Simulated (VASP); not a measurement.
Set up this calculation in VASP 6.6.1, as the native input.

| Property | Result |
| --- | --- |
| Task | single point |
| Functional | r2SCAN |
| Dispersion | rVV10 |
| Potentials or basis | VASP PAW PBE potentials, release 64 (Zn, Cd, Te) |
| Cutoff | 520 eV |
| k mesh | 6 × 6 × 2 |
| Occupations | fermi-dirac, width 0.03 eV |
| Spin | no spin polarisation |
| Dipole correction | no |
| Further INCAR settings | ALGO = Normal; EDIFF = 1e-06; NBANDS = 36 |

ZnCd2Te3:

```
Zn Cd Te
1.0
     4.20845    0.00000    0.00000
    -2.10422    3.64462    0.00000
     0.00000    0.00000   10.20499
Zn Cd Te
1 2 3
Direct
  0.00000 0.00000 0.00000
  0.33333 0.66667 0.67218
  0.66667 0.33333 0.32782
  0.33333 0.66667 0.15262
  0.66667 0.33333 0.84738
  0.00000 0.00000 0.50000
```

The input as run:

POSCAR

```
ZnCd2Te3
1.0
    4.2084484864      0.0000000000      0.0000000000
   -2.1042242432      3.6446232998      0.0000000000
    0.0000000000      0.0000000000     10.2049863401
Zn Cd Te
1 2 3
Direct
    0.0000000000      0.0000000000      0.0000000000
    0.3333333333      0.6666666667      0.6721800362
    0.6666666667      0.3333333333      0.3278199638
    0.3333333333      0.6666666667      0.1526244861
    0.6666666667      0.3333333333      0.8473755139
    0.0000000000      0.0000000000      0.5000000000
```

INCAR.step1

```
SYSTEM = ZnCd2Te3
ALGO = Normal
EDIFF = 1E-4
ENCUT = 520
GGA = PE
ISMEAR = -1
LASPH = .TRUE.
LCHARG = .FALSE.
LREAL = .FALSE.
LWAVE = .TRUE.
NBANDS = 36
NELM = 100
PREC = Accurate
SIGMA = 0.03
```

INCAR.step2

```
SYSTEM = ZnCd2Te3
ALGO = Normal
BPARAM = 11.95
CPARAM = 0.0093
EDIFF = 1E-6
ENCUT = 520
ISIF = 2
ISMEAR = -1
ISTART = 1
IVDW_NL = 2
LASPH = .TRUE.
LCHARG = .FALSE.
LMIXTAU = .TRUE.
LREAL = .FALSE.
LUSE_VDW = .TRUE.
LWAVE = .FALSE.
METAGGA = R2SCAN
NBANDS = 36
NELM = 100
PREC = Accurate
SIGMA = 0.03
```

KPOINTS

```
k-points
0
G
  6 6 2
  0 0 0
```

Potentials or basis: VASP PAW PBE potentials, release 64 (Zn, Cd, Te).

Launch:

```sh
$ cat potpaw_PBE.64/Zn/POTCAR potpaw_PBE.64/Cd/POTCAR potpaw_PBE.64/Te/POTCAR > POTCAR
$ cp INCAR.step1 INCAR
$ mpirun -np 1 vasp_std > vasp.out
$ cp INCAR.step2 INCAR
$ mpirun -np 1 vasp_std > vasp.out
```

Results of the run:

```yaml
Pressure: 0.4 GPa
Largest_force: 0.013 eV/Å
Band_gap_on_the_k_mesh: zero (bands 27 and 28 overlap by 0.90 eV)
```

Caveat: the PAW data sets were made with another functional, which shifts forces and pressure a little; spin-orbit coupling is left out, which moves the levels of the heavy elements.

Run time: 9.1 min on 1 thread of Intel Xeon 8259CL, with other jobs on the host, peak memory 0.61 GiB.
